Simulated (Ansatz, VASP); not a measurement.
**One calculation of Hf2TiCu2Au, two programs**

```
Hf Ti Cu Au
1.0
     4.40780    0.00000    0.00000
    -2.20390    3.81727    0.00000
     0.00000    0.00000    7.81220
Hf Ti Cu Au
2 1 2 1
Direct
  0.33333 0.66667 0.33045
  0.33333 0.66667 0.66955
  0.33333 0.66667 0.00000
  0.66667 0.33333 0.50000
  0.66667 0.33333 0.00000
  0.00000 0.00000 0.00000
```

Alike in both runs: functional PBE; k mesh 12 × 12 × 6; occupations gaussian, width 0.1 eV; no spin polarisation.

Ansatz relaxed the structure, and its values are those at the end. VASP's run is a single point on that final structure, the one shown.

|  | VASP | Ansatz |
| --- | --- | --- |
| version | VASP 6.6.1 | Ansatz 0.2.0 |
| potentials or method | VASP PAW PBE potentials, release 64 (Hf_pv, Ti_sv, Cu, Au), cutoff 520 eV | scalar-relativistic, plane waves, PAW |
| valence electrons in the cell | 65 | 121 |

Ansatz gave:

```
gap on the k mesh at the Fermi level (eV) : none
pressure (GPa)                            : 0.0
rms of the force components (eV/Å)        : 0.000
```

Task: Estimate VASP's values.

Result: gap on the k mesh at the Fermi level (eV): none; pressure (GPa): -0.2; rms of the force components (eV/Å): 0.008.

A gap of «none» marks a metal or a gap that the smearing closes. VASP's potentials hold 65 valence electrons a cell and Ansatz's 121, so a difference there can come from the potentials and not from the codes.

Spin-orbit coupling is off throughout.
